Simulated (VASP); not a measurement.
# BiS (P-6m2) in VASP: a series of runs

Runs on BiS. Level: r2SCAN. Tasks: relaxation of shape and atoms at fixed volume.

Everything below comes from runs of VASP 6.6.1. Logs are shortened: lines on timing, memory, paths and dates and some standing lists are left out, and cuts for length are marked.

### 1 The cell of the first run

It takes space group P-6m2 (No. 187, hexagonal). The conventional cell has a = 3.731 Å, b = 3.731 Å, c = 4.087 Å, α = 90.00°, β = 90.00°, γ = 120.00°. Within 3.9 Å of Bi (site symmetry -6m2) lie 6 S at 2.97 Å and 6 Bi at 3.73 Å. S (site symmetry -6m2) has 6 Bi at 2.97 Å and 6 S at 3.73 Å within 3.9 Å.

### 2 Relaxation of shape and atoms at fixed volume, r2SCAN (24.64 Å³/atom)

The input, POSCAR:

```
BiS
1.0
    3.7314805882      0.0000000000      0.0000000000
   -1.8657402941      3.2315569831      0.0000000000
    0.0000000000      0.0000000000      4.0868586704
Bi S
1 1
Direct
    0.0000000000      0.0000000000      0.0000000000
    0.6666666667      0.3333333333      0.5000000000
```

The input, INCAR.step1:

```
PREC     = Accurate       # precision mode
ENCUT    = 600            # plane-wave cutoff, eV
ISMEAR   = 0              # smearing method
SIGMA    = 0.05           # smearing width, eV
LREAL    = False          # projectors in reciprocal space
LASPH    = True           # aspherical terms in the spheres
NELM     = 60             # most SCF steps
GGA      = PE             # functional
ALGO     = Normal         # electronic algorithm
EDIFF    = 1E-4           # SCF threshold, eV
LWAVE    = True           # write WAVECAR
LCHARG   = False          # write CHGCAR
```

The input, INCAR.step2:

```
PREC     = Accurate       # precision mode
ENCUT    = 600            # plane-wave cutoff, eV
EDIFF    = 1E-7           # SCF threshold, eV
ISMEAR   = 0              # smearing method
SIGMA    = 0.05           # smearing width, eV
LREAL    = False          # projectors in reciprocal space
LASPH    = True           # aspherical terms in the spheres
NELM     = 60             # most SCF steps
ALGO     = Normal         # electronic algorithm
ISIF     = 4              # what is computed and relaxed
LWAVE    = False          # write WAVECAR
LCHARG   = False          # write CHGCAR
METAGGA  = R2SCAN         # meta-GGA
LMIXTAU  = True         
IBRION   = 2              # ionic algorithm
NSW      = 60             # ionic steps
EDIFFG   = -0.01          # ionic threshold
ISTART   = 1
```

The input, KPOINTS:

```
regular mesh
0
Gamma
  10 10 8
```

Potentials or basis: VASP PAW PBE potentials, release 64 (Bi_d, S).

Run with:

```
$ cat potpaw_PBE.64/Bi_d/POTCAR potpaw_PBE.64/S/POTCAR > POTCAR
$ cp INCAR.step1 INCAR
$ mpirun -np 1 vasp_std > vasp.out
$ cp INCAR.step2 INCAR
$ mpirun -np 1 vasp_std > vasp.out
```

OUTCAR:

```text
PREC = Accurate
   ENCUT = 600
   EDIFF = 1E-7
   ISMEAR = 0
   LREAL = False
   LASPH = True
   NELM = 60
   ISIF = 4
   METAGGA = R2SCAN
   IBRION = 2
   NSW = 60
   EDIFFG = -0.01
   ISTART = 1

 ion  position               nearest neighbor table
   1  0.000  0.000  0.000-   2 2.97   2 2.97   2 2.97   2 2.97   2 2.97   2 2.97
   2  0.667  0.333  0.500-   1 2.97   1 2.97   1 2.97   1 2.97   1 2.97   1 2.97

  LATTYP: Found a hexagonal cell.
 ALAT       =     3.7314805882
 C/A-ratio  =     1.0952378215

  Lattice vectors:

 A1 = (   3.7314805882,   0.0000000000,   0.0000000000)
 A2 = (  -1.8657402941,   3.2315569831,   0.0000000000)
 A3 = (   0.0000000000,   0.0000000000,   4.0868586704)

Analysis of symmetry for initial positions (statically):
=====================================================================
 Subroutine PRICEL returns:
 Original cell was already a primitive cell.

 Routine SETGRP: Setting up the symmetry group for a
 hexagonal supercell.

 Subroutine GETGRP returns: Found 12 space group operations
 (whereof 12 operations were pure point group operations)
 out of a pool of 24 trial point group operations.

The static configuration has the point symmetry D_3h.

Analysis of symmetry for dynamics (positions and initial velocities):
=====================================================================
 Subroutine PRICEL returns:
 Original cell was already a primitive cell.

 Routine SETGRP: Setting up the symmetry group for a
 hexagonal supercell.

 Subroutine GETGRP returns: Found 12 space group operations
 (whereof 12 operations were pure point group operations)
 out of a pool of 24 trial point group operations.

The dynamic configuration has the point symmetry D_3h.

 Subroutine INISYM returns: Found 12 space group operations
 (whereof 12 operations are pure point group operations),
 and found     1 'primitive' translations

----------------------------------------------------------------------------------------

                                     Primitive cell

  volume of cell :      49.2814

  direct lattice vectors                    reciprocal lattice vectors
     3.731480588  0.000000000  0.000000000     0.267990139  0.154724179  0.000000000
    -1.865740294  3.231556983  0.000000000     0.000000000  0.309448357  0.000000000
     0.000000000  0.000000000  4.086858670     0.000000000  0.000000000  0.244686709

  length of vectors
[... 150 lines left out ...]
    -1.865740294  3.231556983  0.000000000     0.000000000  0.309448357  0.000000000
     0.000000000  0.000000000  4.086858670     0.000000000  0.000000000  0.244686709

 POSITION                                       TOTAL-FORCE (eV/Angst)
 -----------------------------------------------------------------------------------
      0.00000      0.00000      0.00000         0.000000      0.000000      0.000000
      1.86574      1.07719      2.04343        -0.000000      0.000000      0.000000
 -----------------------------------------------------------------------------------
    total drift:                               -0.000000      0.000000      0.000000

  FREE ENERGIE OF THE ION-ELECTRON SYSTEM (eV)
  ---------------------------------------------------
  free  energy   TOTEN  =       -66.6518583704 eV

  energy  without entropy=      -66.6498251634  energy(sigma->0) =      -66.65084177

--------------------------------------- Ionic step        2  -------------------------------------------

 number of electron      21.0000003 magnetization

 Free energy of the ion-electron system (eV)
  ---------------------------------------------------
  ext. energy  EPLUGINS =         0.00000000
  ---------------------------------------------------
  free energy    TOTEN  =       -66.65190550 eV

  energy without entropy =      -66.64987787  energy(sigma->0) =      -66.65089168

 E-fermi :   7.2412     XC(G=0): -10.8587

 val. band max:        7.2397143373   @ k =   0.3000   0.1000   0.0000
 cond. band min:       7.2737126939   @ k =   0.2000   0.2000   0.1250
 fundamental gap:      0.0339983566
 Fermi energy:         7.2411838574

 k-point     1 :       0.0000    0.0000    0.0000
  band No.  band energies     occupation
      1     -17.0293      2.00000
      2     -16.9539      2.00000
      3     -16.9539      2.00000
      4     -16.9403      2.00000
      5     -16.9403      2.00000
      6      -8.3806      2.00000
      7      -2.0672      2.00000
      8       2.3688      2.00000
      9       5.1809      2.00000
     10       5.1809      2.00000
     11      10.2218      0.00000
     12      10.2218      0.00000
     13      11.8444      0.00000
     14      12.4047      0.00000
[... 377 lines left out ...]
      1     -16.9994      2.00000
      2     -16.9816      2.00000
      3     -16.9533      2.00000
      4     -16.9400      2.00000
      5     -16.8791      2.00000
      6      -6.4361      2.00000
      7      -3.8371      2.00000
      8       2.4761      2.00000
      9       3.5874      2.00000
     10       4.8898      2.00000
     11       6.3534      2.00000
     12       9.3260      0.00000
     13       9.9490      0.00000
     14      12.6557      0.00000

 [... further k-points ...]

------------------------ aborting loop because EDIFF is reached ----------------------------------------

  FORCE on cell =-STRESS in cart. coord.  units (eV):
  Direction    XX          YY          ZZ          XY          YZ          ZX
  --------------------------------------------------------------------------------------
  -------------------------------------------------------------------------------------
  Total       -0.1563376     -0.1563376     -0.1455120      0.0000000     -0.0000000     -0.0000000
  in kB       -5.0826641     -5.0826641     -4.7307139      0.0000000     -0.0000000     -0.0000000
  external PRESSURE =      -4.9653474 kB  Pullay stress =       0.0000000 kB

 VOLUME and BASIS-vectors are now :
 -----------------------------------------------------------------------------
  energy-cutoff  :      600.00
  volume of cell :       49.28
      direct lattice vectors                 reciprocal lattice vectors
     3.729330630  0.000000000  0.000000000     0.268144635  0.154813377 -0.000000000
    -1.864665315  3.229695064  0.000000000     0.000000000  0.309626754 -0.000000000
     0.000000000  0.000000000  4.091572176     0.000000000 -0.000000000  0.244404830

 POSITION                                       TOTAL-FORCE (eV/Angst)
 -----------------------------------------------------------------------------------
      0.00000      0.00000      0.00000        -0.000000      0.000000      0.000000
      1.86467      1.07657      2.04579         0.000000     -0.000000      0.000000
 -----------------------------------------------------------------------------------
    total drift:                               -0.000000      0.000000      0.000000

  FREE ENERGIE OF THE ION-ELECTRON SYSTEM (eV)
  ---------------------------------------------------
  free  energy   TOTEN  =       -66.6519055045 eV

  energy  without entropy=      -66.6498778652  energy(sigma->0) =      -66.65089168

 reached required accuracy - stopping structural energy minimisation
```

OSZICAR.step1:

```text
N       E                     dE             d eps       ncg     rms          rms(c)
DAV:   1     0.176701889242E+03    0.17670E+03   -0.11564E+04  1966   0.176E+03
DAV:   2     0.635352870237E+01   -0.17035E+03   -0.16799E+03  2044   0.425E+02
DAV:   3    -0.826504075975E+01   -0.14619E+02   -0.14424E+02  2608   0.119E+02
DAV:   4    -0.861320943388E+01   -0.34817E+00   -0.34767E+00  2200   0.206E+01
DAV:   5    -0.862469069141E+01   -0.11481E-01   -0.11481E-01  2970   0.362E+00    0.609E+00
DAV:   6    -0.816233250252E+01    0.46236E+00   -0.17297E+00  2678   0.835E+00    0.410E+00
DAV:   7    -0.816778960589E+01   -0.54571E-02   -0.13547E-01  2236   0.217E+00    0.190E+00
DAV:   8    -0.816682752543E+01    0.96208E-03   -0.12917E-02  2302   0.109E+00    0.289E-01
DAV:   9    -0.816654684384E+01    0.28068E-03   -0.26917E-03  2672   0.354E-01    0.955E-02
DAV:  10    -0.816659909832E+01   -0.52254E-04   -0.26322E-04  2006   0.121E-01
   1 F= -.81665991E+01 E0= -.81655554E+01  d E =-.208737E-02
```

It took 7.4 min on 1 thread of Oxide Virtual Turin-like, shared host; peak memory 0.2 GiB.

What came out:

```yaml
Free_energy: -66.6519 eV
Energy_gained_by_relaxing: 0.0 meV/atom
Ionic_steps: 2
Pressure_after_relaxing: -0.5 GPa
Band_gap_on_the_k_mesh: zero (an odd number of electrons rules out a gap without spin polarisation)
```

Final structure:
```xyz
2
Lattice="3.7293 0.0000 0.0000 -1.8647 3.2297 0.0000 0.0000 0.0000 4.0916" Properties=species:S:1:pos:R:3 pbc="T T T"
Bi    0.0000    0.0000    0.0000
S     1.8647    1.0766    2.0458
```

Caveat: the PAW data sets were made with another functional, which shifts forces and pressure a little; spin-orbit coupling is left out, which moves the levels of the heavy elements.

### 3 Relaxation of shape and atoms at fixed volume, r2SCAN

This run uses another cell than the first one, of 24.79 Å³/atom.

The input, POSCAR:

```
BiS
1.0
    3.7263058126      0.0000000000      0.0000000000
   -1.8631529063      3.2270754960      0.0000000000
    0.0000000000      0.0000000000      4.1238524694
Bi S
1 1
Direct
    0.0000000000      0.0000000000      0.0000000000
    0.6666666667      0.3333333333      0.5000000000
```

The input, INCAR.step1:

```
SYSTEM = BiS
PREC = Accurate ; ENCUT = 600
ISMEAR = 0 ; SIGMA = 0.05
LREAL = .False. ; LASPH = .True.
NELM = 100 ; GGA = PE
ALGO = Normal ; EDIFF = 1E-4
LWAVE = .True. ; LCHARG = .False.
```

The input, INCAR.step2:

```
SYSTEM = BiS
PREC = Accurate ; ENCUT = 600
EDIFF = 1E-6 ; ISMEAR = 0
SIGMA = 0.05 ; LREAL = .False.
LASPH = .True. ; NELM = 100
ALGO = Normal ; ISIF = 4
LWAVE = .False. ; LCHARG = .False.
METAGGA = R2SCAN ; LMIXTAU = .True.
IBRION = 2 ; NSW = 60
EDIFFG = -0.02 ; ISTART = 1
```

The input, KPOINTS:

```
Automatic mesh
0
Gamma
  10 10 8
  0 0 0
```

Potentials or basis: VASP PAW PBE potentials, release 64 (Bi_d, S).

Run with:

```
$ cat potpaw_PBE.64/Bi_d/POTCAR potpaw_PBE.64/S/POTCAR > POTCAR
$ cp INCAR.step1 INCAR
$ mpirun -np 1 vasp_std > vasp.out
$ cp INCAR.step2 INCAR
$ mpirun -np 1 vasp_std > vasp.out
```

OUTCAR:

```text
SYSTEM = BiS
   PREC = Accurate
   ENCUT = 600
   EDIFF = 1E-6
   ISMEAR = 0
   LREAL = .False.
   LASPH = .True.
   NELM = 100
   ISIF = 4
   METAGGA = R2SCAN
   IBRION = 2
   NSW = 60
   EDIFFG = -0.02
   ISTART = 1

 ion  position               nearest neighbor table
   1  0.000  0.000  0.000-   2 2.98   2 2.98   2 2.98   2 2.98   2 2.98   2 2.98
   2  0.667  0.333  0.500-   1 2.98   1 2.98   1 2.98   1 2.98   1 2.98   1 2.98

  LATTYP: Found a hexagonal cell.
 ALAT       =     3.7263058126
 C/A-ratio  =     1.1066865353

  Lattice vectors:

 A1 = (   3.7263058126,   0.0000000000,   0.0000000000)
 A2 = (  -1.8631529063,   3.2270754960,   0.0000000000)
 A3 = (   0.0000000000,   0.0000000000,   4.1238524694)

Analysis of symmetry for initial positions (statically):
=====================================================================
 Subroutine PRICEL returns:
 Original cell was already a primitive cell.

 Routine SETGRP: Setting up the symmetry group for a
 hexagonal supercell.

 Subroutine GETGRP returns: Found 12 space group operations
 (whereof 12 operations were pure point group operations)
 out of a pool of 24 trial point group operations.
[... 227 lines left out ...]
      8       2.3228      2.00000
      9       5.1144      2.00000
     10       5.1144      2.00000
     11      10.1244      0.00000
     12      10.1244      0.00000
     13      11.7793      0.00000
     14      12.2814      0.00000
[... 377 lines left out ...]
      1     -17.0774      2.00000
      2     -17.0598      2.00000
      3     -17.0323      2.00000
      4     -17.0188      2.00000
      5     -16.9590      2.00000
      6      -6.4849      2.00000
      7      -3.9048      2.00000
      8       2.4249      2.00000
      9       3.5339      2.00000
     10       4.8183      2.00000
     11       6.2781      2.00000
     12       9.2341      0.00000
     13       9.8498      0.00000
     14      12.5841      0.00000

 [... further k-points ...]

------------------------ aborting loop because EDIFF is reached ----------------------------------------

  FORCE on cell =-STRESS in cart. coord.  units (eV):
  Direction    XX          YY          ZZ          XY          YZ          ZX
  --------------------------------------------------------------------------------------
  -------------------------------------------------------------------------------------
  Total       -0.2707044     -0.2707044     -0.3180338      0.0000000      0.0000000      0.0000000
  in kB       -8.7461139     -8.7461139    -10.2752665      0.0000000      0.0000000      0.0000000
  external PRESSURE =      -9.2558314 kB  Pullay stress =       0.0000000 kB

 VOLUME and BASIS-vectors are now :
 -----------------------------------------------------------------------------
  energy-cutoff  :      600.00
  volume of cell :       49.59
      direct lattice vectors                 reciprocal lattice vectors
     3.737065231 -0.000000000  0.000000000     0.267589656  0.154492960  0.000000000
    -1.868532615  3.236393426  0.000000000     0.000000000  0.308985920  0.000000000
     0.000000000 -0.000000000  4.100140611    -0.000000000 -0.000000000  0.243894075

 POSITION                                       TOTAL-FORCE (eV/Angst)
 -----------------------------------------------------------------------------------
      3.73707     -0.00000      0.00000         0.000000     -0.000000      0.000000
      1.86853      1.07880      2.05007        -0.000000      0.000000     -0.000000
 -----------------------------------------------------------------------------------
    total drift:                               -0.000000      0.000000      0.000000

  FREE ENERGIE OF THE ION-ELECTRON SYSTEM (eV)
  ---------------------------------------------------
  free  energy   TOTEN  =       -66.6505775016 eV

  energy  without entropy=      -66.6485053659  energy(sigma->0) =      -66.64954143

 reached required accuracy - stopping structural energy minimisation
```

OUTCAR.step1:

```text
SYSTEM = BiS
   PREC = Accurate
   ENCUT = 600
   ISMEAR = 0
   LREAL = .False.
   LASPH = .True.
[... 631 lines left out ...]
      0.00000      0.00000      0.00000        -0.000000     -0.000000      0.000000
      1.86315      1.07569      2.06193         0.000000      0.000000      0.000000
 -----------------------------------------------------------------------------------
    total drift:                               -0.000000      0.000000      0.000000

  FREE ENERGIE OF THE ION-ELECTRON SYSTEM (eV)
  ---------------------------------------------------
  free  energy   TOTEN  =        -8.1664861198 eV

  energy  without entropy=       -8.1645311970  energy(sigma->0) =       -8.16550866
```

Wall time 4.7 min (1 thread of Oxide Virtual Turin-like, shared host); peak memory 0.2 GiB.

What came out:

* Free energy: -66.6506 eV
* Energy gained by relaxing: 0.6 meV/atom
* Ionic steps: 2
* Pressure after relaxing: -0.9 GPa
* Band gap on the k mesh: zero (an odd number of electrons rules out a gap without spin polarisation)

Stress tensor (GPa, compression positive):
```
-0.87  0.00  0.00
 0.00 -0.87  0.00
 0.00  0.00 -1.03
```

Step by step:
| step | energy change (eV) | largest force (eV/Å) | pressure (GPa) | volume (Å³) |
| --- | --- | --- | --- | --- |
| 1 | 0.0000 | 0.0000 | -1.11 | 49.59 |
| 2 | -0.0012 | 0.0000 | -0.93 | 49.59 |

Final structure:
```
Bi S
1.0
     3.73707    0.00000    0.00000
    -1.86853    3.23639    0.00000
     0.00000    0.00000    4.10014
Bi S
1 1
Direct
  0.00000 0.00000 0.00000
  0.66667 0.33333 0.50000
```

Caveat: the PAW data sets were made with another functional, which shifts forces and pressure a little; spin-orbit coupling is left out, which moves the levels of the heavy elements.

The gap in the log of VASP goes by the Fermi energy; the results here count the filled bands.